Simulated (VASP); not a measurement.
# MgO (P6_3/mmc) in VASP: a series of runs

The runs below take MgO through single point, relaxation of cell and atoms, with PBEsol.

Everything below comes from runs of VASP 6.6.1. Logs are shortened: lines on timing, memory, paths and dates and some standing lists are left out, and cuts for length are marked.

### 1 The cell of the first run

It takes space group P6_3/mmc (No. 194, hexagonal). The conventional cell has a = 3.414 Å, b = 3.414 Å, c = 4.110 Å, α = 90.00°, β = 90.00°, γ = 120.00°. Within 2.6 Å of Mg (site symmetry -6m2) lie 5 O at 1.97 to 2.05 Å. O (site symmetry -6m2) has 5 Mg at 1.97 to 2.05 Å within 2.6 Å.

### 2 Single point, PBEsol

INCAR

```
  ALGO = Normal
  EDIFF = 1E-6
  ENCUT = 520
  GGA = PS
  ISIF = 2
  ISMEAR = -1
  LASPH = True
  LCHARG = True
  LELF = True
  LREAL = False
  LVHAR = True
  LWAVE = False
  NBANDS = 16
  NELM = 80
  PREC = Accurate
  SIGMA = 0.01
```

KPOINTS

```
k-points
0
Gamma
  6 6 4
```

POSCAR

```
MgO
1.0
    3.4137589941      0.0000000000      0.0000000000
   -1.7068794971      2.9564020113      0.0000000000
    0.0000000000      0.0000000000      4.1097663732
Mg O
2 2
Direct
    0.6666666667      0.3333333333      0.7500000000
    0.3333333333      0.6666666667      0.2500000000
    0.6666666667      0.3333333333      0.2500000000
    0.3333333333      0.6666666667      0.7500000000
```

Potentials or basis: VASP PAW PBE potentials, release 64 (Mg, O).

On the command line:

```sh
$ cat potpaw_PBE.64/Mg/POTCAR potpaw_PBE.64/O/POTCAR > POTCAR
$ mpirun -np 1 vasp_std > vasp.out
```

OUTCAR:

```text
EDIFF = 1E-6
   ENCUT = 520
   GGA = PS
   ISIF = 2
   ISMEAR = -1
   LASPH = True
   LREAL = False
   NELM = 80
   PREC = Accurate

 ion  position               nearest neighbor table
   1  0.667  0.333  0.750-   4 1.97   4 1.97   4 1.97   3 2.05   3 2.05   2 2.85   2 2.85   2 2.85
                             2 2.85   2 2.85   2 2.85
   2  0.333  0.667  0.250-   3 1.97   3 1.97   3 1.97   4 2.05   4 2.05   1 2.85   1 2.85   1 2.85
                             1 2.85   1 2.85   1 2.85
   3  0.667  0.333  0.250-   2 1.97   2 1.97   2 1.97   1 2.05   1 2.05
   4  0.333  0.667  0.750-   1 1.97   1 1.97   1 1.97   2 2.05   2 2.05

  LATTYP: Found a hexagonal cell.
 ALAT       =     3.4137589941
 C/A-ratio  =     1.2038829866

  Lattice vectors:

 A1 = (   3.4137589941,   0.0000000000,   0.0000000000)
 A2 = (  -1.7068794971,   2.9564020113,   0.0000000000)
 A3 = (   0.0000000000,   0.0000000000,   4.1097663732)

Analysis of symmetry for initial positions (statically):
=====================================================================
 Subroutine PRICEL returns:
 Original cell was already a primitive cell.

 Routine SETGRP: Setting up the symmetry group for a
 hexagonal supercell.

 Subroutine GETGRP returns: Found 24 space group operations
 (whereof 12 operations were pure point group operations)
 out of a pool of 24 trial point group operations.

The static configuration has the point symmetry D_3d.
 The point group associated with its full space group is D_6h.

Analysis of symmetry for dynamics (positions and initial velocities):
=====================================================================
 Subroutine PRICEL returns:
 Original cell was already a primitive cell.

 Routine SETGRP: Setting up the symmetry group for a
 hexagonal supercell.

 Subroutine GETGRP returns: Found 24 space group operations
 (whereof 12 operations were pure point group operations)
 out of a pool of 24 trial point group operations.

The dynamic configuration has the point symmetry D_3d.
 The point group associated with its full space group is D_6h.

 Subroutine INISYM returns: Found 24 space group operations
 (whereof 12 operations are pure point group operations),
 and found     1 'primitive' translations

----------------------------------------------------------------------------------------

                                     Primitive cell
[... 91 lines left out ...]
   EDIFF  = 0.1E-05   stopping-criterion for ELM
   LREAL  =      F    real-space projection
   EDIFFG = 0.1E-04   stopping-criterion for IOM
   NSW    =      0    number of steps for IOM
   IBRION =     -1    ionic relax: 0-MD 1-quasi-New 2-CG
   NFREE  =      0    steps in history (QN), initial steepest desc. (CG)
   ISIF   =      2    stress and relaxation
   ISYM   =      2    0-nonsym 1-usesym 2-fastsym
   POTIM  = 0.5000    time-step for ionic-motion
   TEBEG  =    0.0;   TEEND  =   0.0 temperature during run
   PSTRESS=    0.0 pullay stress
   NELECT =      16.0000    total number of electrons
   NUPDOWN=      -1.0000    fix difference up-down
   EMIN   =  10.00;   EMAX   =-10.00  energy-range for DOS
   EFERMI =   0.00;   METHOD = LEGACY
   ISMEAR =    -1;   SIGMA  =   0.01  broadening in eV -4-tet -1-fermi 0-gaus
   EFERMI_NEDOS =   21; number of points for ismear=-14 and -15
   IALGO  =     38    algorithm
   IMIX   =      4    mixing-type and parameters
     AMIX     =   0.40;   BMIX     =  1.00
     AMIX_MAG =   1.60;   BMIX_MAG =  1.00
  volume/ion in A,a.u.               =      10.37        69.98
  Fermi-wavevector in a.u.,A,eV,Ry     =   1.191728  2.252039 19.323194  1.420215
  Thomas-Fermi vector in A             =   2.327782
   LORBIT       =      0    0 simple, 1 ext, 2 COOP (PROOUT), +10 PAW based schemes
   GGA     = PS    functional components
   LHFCALC =     F    Hartree Fock is set to
   AEXX    =    0.0000 exact exchange contribution
   IVDW    =     0    specifies the selected vdW correction
   LEPSILON=     F    determine dielectric tensor
   LRPA    =     F    only Hartree local field effects (RPA)
 non-spin polarized calculation
  energy-cutoff  :      520.00
  volume of cell :       41.48
 maximum number of plane-waves:      1131
 NGX is ok and might be reduce to    28
   NGX = 13   NGY = 13   NGZ = 15

 number of electron      16.0000010 magnetization

 Free energy of the ion-electron system (eV)
  ---------------------------------------------------
  ext. energy  EPLUGINS =         0.00000000
  ---------------------------------------------------
  free energy    TOTEN  =       -24.67695777 eV

  energy without entropy =      -24.67695777  energy(sigma->0) =      -24.67695777

 E-fermi :   2.4862     XC(G=0): -10.5825

 val. band max:        2.2911166543   @ k =   0.0000   0.0000   0.0000
 cond. band min:       5.8981535523   @ k =   0.0000   0.0000   0.0000
 fundamental gap:      3.6070368979
 Fermi energy:         2.4861766450

 k-point     1 :       0.0000    0.0000    0.0000
  band No.  band energies     occupation
      1     -14.8598      2.00000
      2     -13.2761      2.00000
      3      -1.6377      2.00000
      4       0.4176      2.00000
      5       0.4176      2.00000
      6       1.3866      2.00000
[... 376 lines left out ...]
      3      -1.5489      2.00000
      4      -1.5489      2.00000
      5      -0.4228      2.00000
      6      -0.4228      2.00000
[... 8 lines left out ...]
     15      20.0562      0.00000
     16      20.0562      0.00000

------------------------ aborting loop because EDIFF is reached ----------------------------------------

  FORCE on cell =-STRESS in cart. coord.  units (eV):
  Direction    XX          YY          ZZ          XY          YZ          ZX
  --------------------------------------------------------------------------------------
  -------------------------------------------------------------------------------------
  Total        2.5300417      2.5300417      2.4945424     -0.0000000     -0.0000000      0.0000000
  in kB       97.7293001     97.7293001     96.3580458     -0.0000000     -0.0000000      0.0000000
  external PRESSURE =      97.2722153 kB  Pullay stress =       0.0000000 kB

 VOLUME and BASIS-vectors are now :
 -----------------------------------------------------------------------------
  energy-cutoff  :      520.00
  volume of cell :       41.48
      direct lattice vectors                 reciprocal lattice vectors
     3.413758994  0.000000000  0.000000000     0.292932220  0.169124496  0.000000000
    -1.706879497  2.956402011  0.000000000     0.000000000  0.338248992  0.000000000
     0.000000000  0.000000000  4.109766373     0.000000000  0.000000000  0.243322834

 POSITION                                       TOTAL-FORCE (eV/Angst)
 -----------------------------------------------------------------------------------
      1.70688      0.98547      3.08232         0.000000     -0.000000      0.000000
     -0.00000      1.97093      1.02744         0.000000      0.000000      0.000000
      1.70688      0.98547      1.02744        -0.000000     -0.000000     -0.000000
     -0.00000      1.97093      3.08232        -0.000000      0.000000      0.000000
 -----------------------------------------------------------------------------------
    total drift:                               -0.000000      0.000000     -0.000000

  FREE ENERGIE OF THE ION-ELECTRON SYSTEM (eV)
  ---------------------------------------------------
  free  energy   TOTEN  =       -24.6769577731 eV

  energy  without entropy=      -24.6769577731  energy(sigma->0) =      -24.67695777
```

OSZICAR:

```text
N       E                     dE             d eps       ncg     rms          rms(c)
DAV:   1     0.580254599625E+02    0.58025E+02   -0.75813E+03   672   0.896E+02
DAV:   2    -0.248037068454E+02   -0.82829E+02   -0.76598E+02   968   0.194E+02
DAV:   3    -0.283736127827E+02   -0.35699E+01   -0.35652E+01   728   0.421E+01
DAV:   4    -0.283870714403E+02   -0.13459E-01   -0.13458E-01   832   0.300E+00
DAV:   5    -0.283871374852E+02   -0.66045E-04   -0.66045E-04   744   0.201E-01    0.106E+01
DAV:   6    -0.247831795119E+02    0.36040E+01   -0.88238E+00   680   0.234E+01    0.335E+00
DAV:   7    -0.247152850846E+02    0.67894E-01   -0.13639E-01   680   0.295E+00    0.206E+00
DAV:   8    -0.246788781917E+02    0.36407E-01   -0.80716E-02   736   0.300E+00    0.473E-01
DAV:   9    -0.246765660505E+02    0.23121E-02   -0.50845E-03   776   0.635E-01    0.113E-01
DAV:  10    -0.246769541207E+02   -0.38807E-03   -0.37455E-04   672   0.142E-01    0.194E-02
DAV:  11    -0.246769591086E+02   -0.49879E-05   -0.85885E-06   824   0.201E-02    0.139E-02
DAV:  12    -0.246769578408E+02    0.12678E-05   -0.31622E-06   672   0.150E-02    0.239E-03
DAV:  13    -0.246769577731E+02    0.67690E-07   -0.26430E-07   368   0.415E-03
   1 F= -.24676958E+02 E0= -.24676958E+02  d E =-.962057E-11
```

stdout:

```text
POSCAR found type information on POSCAR MgO
 POSCAR found :  2 types and       4 ions
 scaLAPACK will be used
 -----------------------------------------------------------------------------
|                                                                             |
|                                                                             |
|     You enforced a specific xc type in the INCAR file but a different       |
|     I HOPE YOU KNOW WHAT YOU ARE DOING!                                     |
|                                                                             |
 -----------------------------------------------------------------------------

 LDA part: xc-table for (Slater+PW92), standard interpolation
 POSCAR, INCAR and KPOINTS ok, starting setup
 FFT: planning ... GRIDC
 FFT: planning ... GRID_SOFT
 FFT: planning ... GRID
 WAVECAR not read
 entering main loop
```

It took 28 s on 1 thread of Intel Xeon 8259CL, shared host; peak memory 0.17 GiB.

Results:

```
Free energy            : -24.6770 eV
Pressure               : 9.7 GPa
Band gap on the k mesh : 3.61 eV
```

Caveat: the cell stands under pressure; the PAW data sets were made with another functional, which shifts forces and pressure a little.

(Part 1 of 2 ends here.)
